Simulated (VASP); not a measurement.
# SiO2 (I-42d) in VASP: notebook

The runs below take SiO2 through single point, with r2SCAN.

Everything below comes from runs of VASP 6.6.1. Logs are shortened: lines on timing, memory, paths and dates and some standing lists are left out, and cuts for length are marked.

## (1) The cell of the first run

It takes space group I-42d (No. 122, tetragonal). Conventional cell: a = 4.699 Å, b = 4.699 Å, c = 6.947 Å, α = 90.00°, β = 90.00°, γ = 90.00°. Si (site symmetry -4) has 4 O at 1.53 Å within 2.0 Å. Within 2.0 Å of O (site symmetry 2) lie 2 Si at 1.53 Å.

## (2) Single point, r2SCAN (strain -0.050 along x and y, -0.050 along z)

File POSCAR:

```
SiO2
1.0
   -2.3495824127      2.3495824127      3.4735393501
    2.3495824127     -2.3495824127      3.4735393501
    2.3495824127      2.3495824127     -3.4735393501
Si O
2 4
Direct
    0.0000000000      0.0000000000      0.0000000000
    0.7500000000      0.2500000000      0.5000000000
    0.9731664718      0.6250000000      0.8481664718
    0.3750000000      0.2231664718      0.3481664718
    0.7768335282      0.1250000000      0.1518335282
    0.8750000000      0.0268335282      0.6518335282
```

File INCAR.step1:

```
  PREC = Accurate
  ENCUT = 520
  ISMEAR = 0
  SIGMA = 0.05
  LREAL = False
  LASPH = True
  NELM = 100
  NBANDS = 25
  GGA = PE
  ALGO = Normal
  EDIFF = 1E-4
  LWAVE = True
  LCHARG = False
```

File INCAR.step2:

```
  PREC = Accurate
  ENCUT = 520
  EDIFF = 1E-7
  ISMEAR = 0
  SIGMA = 0.05
  LREAL = False
  LASPH = True
  NELM = 100
  ALGO = Normal
  ISIF = 2
  LWAVE = False
  LCHARG = False
  METAGGA = R2SCAN
  LMIXTAU = True
  NBANDS = 25
  ISTART = 1
```

File KPOINTS:

```
regular mesh
0
Gamma
  6 6 6
```

Potentials or basis: VASP PAW PBE potentials, release 64 (Si, O).

Command:

```console
> cat potpaw_PBE.64/Si/POTCAR potpaw_PBE.64/O/POTCAR > POTCAR
> cp INCAR.step1 INCAR
> mpirun -np 1 vasp_std > vasp.out
> cp INCAR.step2 INCAR
> mpirun -np 1 vasp_std > vasp.out
```

OUTCAR:

```text
PREC = Accurate
   ENCUT = 520
   EDIFF = 1E-7
   ISMEAR = 0
   LREAL = False
   LASPH = True
   NELM = 100
   ISIF = 2
   METAGGA = R2SCAN
   ISTART = 1

 ion  position               nearest neighbor table
   1  0.000  0.000  0.000-   3 1.53   4 1.53   5 1.53   6 1.53   2 2.92   2 2.92   2 2.92   2 2.92

   2  0.750  0.250  0.500-   3 1.53   4 1.53   5 1.53   6 1.53   1 2.92   1 2.92   1 2.92   1 2.92

   3  0.973  0.625  0.848-   1 1.53   2 1.53
   4  0.375  0.223  0.348-   1 1.53   2 1.53
   5  0.777  0.125  0.152-   1 1.53   2 1.53
   6  0.875  0.027  0.652-   1 1.53   2 1.53

  LATTYP: Found a body centered tetragonal cell.
 ALAT       =     4.6991648254
 C/A-ratio  =     1.4783645516

  Lattice vectors:

 A1 = (  -2.3495824127,   2.3495824127,   3.4735393501)
 A2 = (   2.3495824127,  -2.3495824127,   3.4735393501)
 A3 = (   2.3495824127,   2.3495824127,  -3.4735393501)

Analysis of symmetry for initial positions (statically):
=====================================================================
 Subroutine PRICEL returns:
 Original cell was already a primitive cell.

 Routine SETGRP: Setting up the symmetry group for a
 body centered tetragonal supercell.

 Subroutine GETGRP returns: Found  8 space group operations
 (whereof  4 operations were pure point group operations)
 out of a pool of 16 trial point group operations.

The static configuration has the point symmetry S_4 .
 The point group associated with its full space group is D_2d.

Analysis of symmetry for dynamics (positions and initial velocities):
=====================================================================
 Subroutine PRICEL returns:
 Original cell was already a primitive cell.

 Routine SETGRP: Setting up the symmetry group for a
 body centered tetragonal supercell.

 Subroutine GETGRP returns: Found  8 space group operations
 (whereof  4 operations were pure point group operations)
 out of a pool of 16 trial point group operations.

The dynamic configuration has the point symmetry S_4 .
 The point group associated with its full space group is D_2d.

 Subroutine INISYM returns: Found  8 space group operations
 (whereof  4 operations are pure point group operations),
 and found     1 'primitive' translations

----------------------------------------------------------------------------------------

                                     Primitive cell

  volume of cell :      76.7032

  direct lattice vectors                    reciprocal lattice vectors
    -2.349582413  2.349582413  3.473539350     0.000000000  0.212803772  0.143945397
     2.349582413 -2.349582413  3.473539350     0.212803772  0.000000000  0.143945397
     2.349582413  2.349582413 -3.473539350     0.212803772  0.212803772  0.000000000

  length of vectors
     4.806927360  4.806927360  4.806927360     0.256915789  0.256915789  0.300949980

  position of ions in fractional coordinates (direct lattice)
     0.000000000  0.000000000  0.000000000
     0.750000000  0.250000000  0.500000000
     0.973166472  0.625000000  0.848166472
     0.375000000  0.223166472  0.348166472
     0.776833528  0.125000000  0.151833528
     0.875000000  0.026833528  0.651833528

  ion indices of the primitive-cell ions
   primitive index   ion index
                 1           1
                 2           2
                 3           3
                 4           4
                 5           5
                 6           6

----------------------------------------------------------------------------------------

 KPOINTS: regular mesh

Automatic generation of k-mesh.
 Grid dimensions read from file:
 generate k-points for:    6    6    6

 Generating k-lattice:

  Cartesian coordinates                     Fractional coordinates (reciprocal lattice)
     0.000000000  0.035467295  0.023990899     0.166666667 -0.000000000  0.000000000
     0.035467295  0.000000000  0.023990899    -0.000000000  0.166666667  0.000000000
     0.035467295  0.035467295  0.000000000     0.000000000  0.000000000  0.166666667

  Length of vectors
     0.042819298  0.042819298  0.050158330

  Shift w.r.t. Gamma in fractional coordinates (k-lattice)
     0.000000000  0.000000000  0.000000000

 Subroutine IBZKPT returns following result:
 ===========================================

 Found     30 irreducible k-points:

 Following reciprocal coordinates:
            Coordinates               Weight
  0.000000  0.000000  0.000000      1.000000
  0.166667  0.000000 -0.000000      8.000000
  0.333333 -0.000000  0.000000      8.000000
  0.500000  0.000000 -0.000000      4.000000
  0.166667  0.166667  0.000000      8.000000
  0.333333  0.166667  0.000000     16.000000
[... 16 lines left out ...]
 -0.333333 -0.333333  0.166667      8.000000
 -0.166667 -0.333333  0.166667      8.000000
 [... further k-points ...]
   k-points           NKPTS =     30   k-points in BZ     NKDIM =     30   number of bands    NBANDS=     25
[... 42 lines left out ...]
   METAGGA = R2SCAN    functional components
   LHFCALC =     F    Hartree Fock is set to
   AEXX    =    0.0000 exact exchange contribution
   IVDW    =     0    specifies the selected vdW correction
   LEPSILON=     F    determine dielectric tensor
   LRPA    =     F    only Hartree local field effects (RPA)
 non-spin polarized calculation
 Gauss-broadening in eV      SIGMA  =   0.05
  energy-cutoff  :      520.00
  volume of cell :       76.70
 maximum number of plane-waves:      2092
   NGX = 17   NGY = 17   NGZ = 17

 number of electron      32.0000010 magnetization

 Free energy of the ion-electron system (eV)
  ---------------------------------------------------
  ext. energy  EPLUGINS =         0.00000000
  ---------------------------------------------------
  free energy    TOTEN  =       -58.31682021 eV

  energy without entropy =      -58.31682021  energy(sigma->0) =      -58.31682021

 E-fermi :   0.4025     XC(G=0):  -9.2812

 val. band max:        0.1812826636   @ k =   0.0000   0.0000   0.0000
 cond. band min:       7.3701106905   @ k =   0.0000   0.0000   0.0000
 fundamental gap:      7.1888280269
 Fermi energy:         0.4024717690

 k-point     1 :       0.0000    0.0000    0.0000
  band No.  band energies     occupation
      1     -20.8650      2.00000
      2     -18.3623      2.00000
      3     -18.3623      2.00000
      4     -18.2905      2.00000
      5      -9.5256      2.00000
      6      -5.8854      2.00000
[... 17 lines left out ...]
     24      14.7360      0.00000
     25      15.0863      0.00000

 k-point     2 :       0.1667    0.0000   -0.0000
  band No.  band energies     occupation
      1     -20.7649      2.00000
      2     -18.5161      2.00000
      3     -18.3697      2.00000
      4     -18.3165      2.00000
      5      -9.2939      2.00000
      6      -5.9245      2.00000
[... 17 lines left out ...]
     24      15.1603      0.00000
     25      15.8823      0.00000

 k-point     3 :       0.3333   -0.0000    0.0000
  band No.  band energies     occupation
      1     -20.5108      2.00000
      2     -18.9055      2.00000
      3     -18.3820      2.00000
      4     -18.3360      2.00000
      5      -8.7794      2.00000
      6      -6.0685      2.00000
[... 17 lines left out ...]
     24      15.4555      0.00000
     25      16.2258      0.00000

 k-point     4 :       0.5000    0.0000   -0.0000
  band No.  band energies     occupation
      1     -20.3287      2.00000
      2     -19.1534      2.00000
      3     -18.3865      2.00000
      4     -18.3459      2.00000
      5      -8.4802      2.00000
      6      -6.1680      2.00000
[... 17 lines left out ...]
     24      15.9811      0.00000
     25      16.3060      0.00000
[... 477 lines left out ...]
 k-point    22 :      -0.1667    0.5000    0.1667
  band No.  band energies     occupation
      1     -20.2585      2.00000
      2     -19.2221      2.00000
      3     -18.3961      2.00000
      4     -18.3713      2.00000
      5      -8.2817      2.00000
      6      -6.3415      2.00000
[... 17 lines left out ...]
     24      16.0292      0.00000
     25      16.3935      0.00000

 k-point    23 :      -0.3333   -0.3333    0.1667
  band No.  band energies     occupation
      1     -20.2644      2.00000
      2     -19.2002      2.00000
      3     -18.4053      2.00000
      4     -18.3826      2.00000
      5      -8.2225      2.00000
      6      -6.4352      2.00000
[... 17 lines left out ...]
     24      15.7705      0.00000
     25      16.3737      0.00000

 k-point    24 :      -0.1667   -0.3333    0.1667
  band No.  band energies     occupation
      1     -20.5145      2.00000
      2     -18.8685      2.00000
      3     -18.3873      2.00000
      4     -18.3730      2.00000
      5      -8.7191      2.00000
      6      -6.0675      2.00000
[... 17 lines left out ...]
     24      15.5258      0.00000
     25      16.0680      0.00000

 [... further k-points ...]
[... 5 lines left out ...]
  --------------------------------------------------------------------------------------
  -------------------------------------------------------------------------------------
  Total       17.0437312     17.0437312     16.8167724      0.0000000      0.0000000      0.0000000
  in kB      356.0095747    356.0095747    351.2688579      0.0000000      0.0000000      0.0000000
  external PRESSURE =     354.4293358 kB  Pullay stress =       0.0000000 kB

 VOLUME and BASIS-vectors are now :
 -----------------------------------------------------------------------------
  energy-cutoff  :      520.00
  volume of cell :       76.70
      direct lattice vectors                 reciprocal lattice vectors
    -2.349582413  2.349582413  3.473539350     0.000000000  0.212803772  0.143945397
     2.349582413 -2.349582413  3.473539350     0.212803772  0.000000000  0.143945397
     2.349582413  2.349582413 -3.473539350     0.212803772  0.212803772  0.000000000

 POSITION                                       TOTAL-FORCE (eV/Angst)
 -----------------------------------------------------------------------------------
      0.00000      0.00000      0.00000         0.000000     -0.000000     -0.000000
      0.00000      2.34958      1.73677        -0.000000     -0.000000      0.000000
      1.17479      2.81088      2.60515        -0.000000      2.195370     -0.000000
      0.46130      1.17479      0.86838         2.195370     -0.000000     -0.000000
     -1.17479      1.88828      2.60515         0.000000     -2.195370      0.000000
     -0.46130      3.52437      0.86838        -2.195370      0.000000      0.000000
 -----------------------------------------------------------------------------------
    total drift:                               -0.000008     -0.000008      0.000004

  FREE ENERGIE OF THE ION-ELECTRON SYSTEM (eV)
  ---------------------------------------------------
  free  energy   TOTEN  =       -58.3168202120 eV

  energy  without entropy=      -58.3168202120  energy(sigma->0) =      -58.31682021
```

It took 2.8 min on 1 thread of Intel Xeon Platinum 8259CL at 2.50GHz (Skylake/Cascade Lake), shared host; peak memory 0.23 GiB.

What came out:

| Item | Value |
| --- | --- |
| Free energy | -58.3168 eV |
| Pressure | 35.4 GPa |
| Largest force | 2.195 eV/Å |
| Band gap on the k mesh | 7.19 eV, direct |

Forces in eV/Å, atoms in the order of the input:
```
Si   0.000  0.000  0.000
Si   0.000  0.000  0.000
O    0.000  2.195  0.000
O    2.195  0.000  0.000
O    0.000 -2.195  0.000
O   -2.195  0.000  0.000
```

Caveat: the cell differs from its parent crystal (strain -0.050 along x and y, -0.050 along z); the PAW data sets were made with another functional, which shifts forces and pressure a little. A k mesh can miss the band edges.

## (3) Single point, r2SCAN (strain -0.050 along x and y, -0.025 along z)

Edit POSCAR of step 2 so:

```diff
@@ -2,5 +2,5 @@
 1.0
-   -2.3495824127      2.3495824127      3.4735393501
-    2.3495824127     -2.3495824127      3.4735393501
-    2.3495824127      2.3495824127     -3.4735393501
+   -2.3495824127      2.3495824127      3.5649482803
+    2.3495824127     -2.3495824127      3.5649482803
+    2.3495824127      2.3495824127     -3.5649482803
 Si O
```

File INCAR.step1:

```
  PREC = Accurate
  ENCUT = 520
  ISMEAR = 0
  SIGMA = 0.05
  LREAL = F
  LASPH = T
  NELM = 60
  NBANDS = 25
  GGA = PE
  ALGO = Normal
  EDIFF = 1E-4
  LWAVE = T
  LCHARG = F
```

File INCAR.step2:

```
  PREC = Accurate
  ENCUT = 520
  EDIFF = 1E-7
  ISMEAR = 0
  SIGMA = 0.05
  LREAL = F
  LASPH = T
  NELM = 60
  ALGO = Normal
  ISIF = 2
  LWAVE = F
  LCHARG = F
  METAGGA = R2SCAN
  LMIXTAU = T
  NBANDS = 25
  ISTART = 1
```

KPOINTS is that of step 2.

Potentials or basis: VASP PAW PBE potentials, release 64 (Si, O).

Command:

```console
> cat potpaw_PBE.64/Si/POTCAR potpaw_PBE.64/O/POTCAR > POTCAR
> cp INCAR.step1 INCAR
> mpirun -np 1 vasp_std > vasp.out
> cp INCAR.step2 INCAR
> mpirun -np 1 vasp_std > vasp.out
```

Wall time 2.8 min (1 thread of Intel Xeon Platinum 8259CL at 2.50GHz (Skylake/Cascade Lake), shared host); peak memory 0.22 GiB.

It converged, with:

* Free energy: -58.7132 eV
* Pressure: 28.1 GPa
* Largest force: 1.787 eV/Å
* Band gap on the k mesh: 7.08 eV, direct

Forces in eV/Å, atoms in the order of the input:
```
Si   0.000  0.000  0.000
Si   0.000  0.000  0.000
O    0.000  1.787  0.000
O    1.787  0.000  0.000
O    0.000 -1.787  0.000
O   -1.787  0.000  0.000
```

Stress tensor (GPa, compression positive):
```
28.40  0.00  0.00
 0.00 28.40  0.00
 0.00  0.00 27.39
```

Levels at points of the mesh, in eV from the valence-band top:
```tsv
k point	band 12	band 13	band 14	band 15	band 16	band 17	band 18	band 19	band 20	band 21
(0.00, 0.00, 0.00)	-1.85	-1.82	-0.73	0.00	0.00	7.08	10.17	12.79	12.79	13.41
(0.50, 0.00, 0.00)	-1.91	-1.78	-0.89	-0.61	-0.15	9.93	9.96	11.11	12.08	13.13
(0.50, 0.50, 0.00)	-2.43	-1.20	-1.20	-0.41	-0.41	10.40	10.40	12.21	12.21	13.41
(0.50, 0.50, 0.50)	-2.44	-1.71	-1.71	-0.34	-0.34	10.11	10.11	11.91	11.91	14.24
```

Caveat: the cell differs from its parent crystal (strain -0.050 along x and y, -0.025 along z); the PAW data sets were made with another functional, which shifts forces and pressure a little.

## (4) Single point, r2SCAN (strain -0.050 along x and y, +0.000 along z)

Edit POSCAR of step 3 so:

```diff
@@ -2,5 +2,5 @@
 1.0
-   -2.3495824127      2.3495824127      3.5649482803
-    2.3495824127     -2.3495824127      3.5649482803
-    2.3495824127      2.3495824127     -3.5649482803
+   -2.3495824127      2.3495824127      3.6563572106
+    2.3495824127     -2.3495824127      3.6563572106
+    2.3495824127      2.3495824127     -3.6563572106
 Si O
```

File INCAR.step1:

```
SYSTEM = SiO2
  PREC = Accurate
  ENCUT = 520
  ISMEAR = 0
  SIGMA = 0.05
  LREAL = .FALSE.
  LASPH = .TRUE.
  NELM = 100
  NBANDS = 25
  GGA = PE
  ALGO = Normal
  EDIFF = 1E-4
  LWAVE = .TRUE.
  LCHARG = .FALSE.
```

File INCAR.step2:

```
SYSTEM = SiO2
  PREC = Accurate
  ENCUT = 520
  EDIFF = 1E-6
  ISMEAR = 0
  SIGMA = 0.05
  LREAL = .FALSE.
  LASPH = .TRUE.
  NELM = 100
  ALGO = Normal
  ISIF = 2
  LWAVE = .FALSE.
  LCHARG = .FALSE.
  METAGGA = R2SCAN
  LMIXTAU = .TRUE.
  NBANDS = 25
  ISTART = 1
```

File KPOINTS:

```
Automatic mesh
0
G
  6 6 6
  0 0 0
```

Command:

```console
> cat potpaw_PBE.64/Si/POTCAR potpaw_PBE.64/O/POTCAR > POTCAR
> cp INCAR.step1 INCAR
> mpirun -np 1 vasp_std > vasp.out
> cp INCAR.step2 INCAR
> mpirun -np 1 vasp_std > vasp.out
```

Wall time 3.8 min (1 thread of Intel Xeon Platinum 8259CL at 2.50GHz (Skylake/Cascade Lake), shared host); peak memory 0.26 GiB.

Results (log left out):

```
Free energy            : -59.0134 eV
Pressure               : 21.3 GPa
Largest force          : 1.414 eV/Å
Band gap on the k mesh : 6.95 eV, direct
```

Forces on the atoms (eV/Å):
```
Si   0.000  0.000  0.000
Si   0.000  0.000  0.000
O    0.000  1.414  0.000
O    1.414  0.000  0.000
O    0.000 -1.414  0.000
O   -1.414  0.000  0.000
```

Stress tensor (GPa, compression positive):
```
22.03  0.00  0.00
 0.00 22.03  0.00
 0.00  0.00 19.90
```

Levels at points of the mesh, in eV from the valence-band top:
```tsv
k point	band 13	band 14	band 15	band 16	band 17	band 18	band 19	band 20
(0.00, 0.00, 0.00)	-1.82	-0.78	0.00	0.00	6.95	9.99	12.46	12.46
(0.50, 0.00, 0.00)	-1.73	-0.88	-0.63	-0.15	9.74	9.83	10.97	11.84
(0.50, 0.50, 0.00)	-1.17	-1.17	-0.44	-0.44	10.29	10.29	11.98	11.98
(0.50, 0.50, 0.50)	-1.69	-1.69	-0.29	-0.29	9.92	9.92	11.71	11.71
```

Caveat: the cell differs from its parent crystal (strain -0.050 along x and y, +0.000 along z); the PAW data sets were made with another functional, which shifts forces and pressure a little.

## (5) Single point, r2SCAN (strain -0.025 along x and y, -0.050 along z)

Edit POSCAR of step 4 so:

```diff
@@ -2,5 +2,5 @@
 1.0
-   -2.3495824127      2.3495824127      3.6563572106
-    2.3495824127     -2.3495824127      3.6563572106
-    2.3495824127      2.3495824127     -3.6563572106
+   -2.4114135288      2.4114135288      3.4735393501
+    2.4114135288     -2.4114135288      3.4735393501
+    2.4114135288      2.4114135288     -3.4735393501
 Si O
```

File INCAR.step1:

```
PREC = Accurate
ENCUT = 520
ISMEAR = 0
SIGMA = 0.05
LREAL = False
LASPH = True
NELM = 100
NBANDS = 25
GGA = PE
ALGO = Normal
EDIFF = 1E-4
LWAVE = True
LCHARG = False
```

File INCAR.step2:

```
PREC = Accurate
ENCUT = 520
EDIFF = 1E-7
ISMEAR = 0
SIGMA = 0.05
LREAL = False
LASPH = True
NELM = 100
ALGO = Normal
ISIF = 2
LWAVE = False
LCHARG = False
METAGGA = R2SCAN
LMIXTAU = True
NBANDS = 25
ISTART = 1
```

File KPOINTS:

```
Automatic mesh
0
Gamma
  6 6 6
```

Command:

```console
> cat potpaw_PBE.64/Si/POTCAR potpaw_PBE.64/O/POTCAR > POTCAR
> cp INCAR.step1 INCAR
> mpirun -np 1 vasp_std > vasp.out
> cp INCAR.step2 INCAR
> mpirun -np 1 vasp_std > vasp.out
```

Wall time 3 min (1 thread of Intel Xeon Platinum 8259CL at 2.50GHz (Skylake/Cascade Lake), shared host); peak memory 0.22 GiB.

The run converged. Its results:

```
Free energy            : -59.0390 eV
Pressure               : 21.2 GPa
Largest force          : 1.321 eV/Å
Band gap on the k mesh : 7.01 eV, direct
```

Forces on the atoms (eV/Å):
```
Si   0.000  0.000  0.000
Si   0.000  0.000  0.000
O    0.000  1.321  0.000
O    1.321  0.000  0.000
O    0.000 -1.321  0.000
O   -1.321  0.000  0.000
```

Stress tensor (GPa, compression positive):
```
21.02  0.00  0.00
 0.00 21.02  0.00
 0.00  0.00 21.52
```

Levels at points of the mesh, in eV from the valence-band top:
```tsv
k point	band 13	band 14	band 15	band 16	band 17	band 18	band 19	band 20
(0.00, 0.00, 0.00)	-1.70	-0.64	0.00	0.00	7.01	10.18	12.65	12.65
(0.50, 0.00, 0.00)	-1.72	-0.86	-0.52	-0.15	9.84	9.96	10.95	11.99
(0.50, 0.50, 0.00)	-1.13	-1.13	-0.33	-0.33	10.31	10.31	12.06	12.06
(0.50, 0.50, 0.50)	-1.64	-1.64	-0.41	-0.41	10.16	10.16	11.79	11.79
```

Caveat: the cell differs from its parent crystal (strain -0.025 along x and y, -0.050 along z); the PAW data sets were made with another functional, which shifts forces and pressure a little. A k mesh can miss the band edges.

## (6) Summary

| cell | gap on the mesh (eV) | pressure (GPa) | largest force (eV/Å) |
| --- | --- | --- | --- |
| a = 4.807 Å, angles 121.5, 121.5, 87.5°, 6 atoms | 7.19 | 35.4 | 2.20 |
| a = 4.873 Å, angles 122.4, 122.4, 86.0°, 6 atoms | 7.08 | 28.1 | 1.79 |
| a = 4.941 Å, angles 123.2, 123.2, 84.5°, 6 atoms | 6.95 | 21.3 | 1.41 |
| a = 4.868 Å, angles 120.6, 120.6, 88.9°, 6 atoms | 7.01 | 21.2 | 1.32 |

Alike in all rows: task single point; level r2SCAN; potentials or basis VASP PAW PBE potentials, release 64 (Si, O); no spin polarisation; k mesh 6 × 6 × 6; cutoff (eV) 520; smearing gaussian 0.05 eV.

Caveats: the PAW data sets were made with another functional, which shifts forces and pressure a little.

Absolute energies hang on the potentials; compare differences alone.
